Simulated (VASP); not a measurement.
Input of a VASP 6.6.1 run:

INCAR

```
ALGO = Fast
EDIFF = 1E-6
ENCUT = 520
GGA = PS
ISIF = 2
ISMEAR = 0
LASPH = T
LCHARG = T
LELF = T
LREAL = F
LVHAR = T
LWAVE = F
NBANDS = 14
NELM = 100
PREC = Accurate
SIGMA = 0.15
```

KPOINTS

```
k-points
0
Gamma
  14 14 14
```

POSCAR

```
MgSc
1.0
    3.5964512400      0.0809201529      0.0000000000
    0.0809201529      3.5964512400      0.0000000000
    0.0000000000      0.0000000000      3.5964512400
Mg Sc
1 1
Direct
    0.0000000000      0.0000000000      0.0000000000
    0.5000000000      0.5000000000      0.5000000000
```

Potentials or basis: VASP PAW PBE potentials, release 64 (Mg, Sc_sv).

Launch:

```sh
$ cat potpaw_PBE.64/Mg/POTCAR potpaw_PBE.64/Sc_sv/POTCAR > POTCAR
$ mpirun -np 1 vasp_std > vasp.out
```

Problem. Predict the pressure.

Solution. -1.3 GPa.

Stress tensor (GPa, compression positive):
```
-1.33 -2.35  0.00
-2.35 -1.33  0.00
 0.00  0.00 -1.12
```

Caveat: the cell differs from its parent crystal (strain +0.0450 x Voigt [0, 0, 0, 0, 0, 1]); the PAW data sets were made with another functional, which shifts forces and pressure a little.
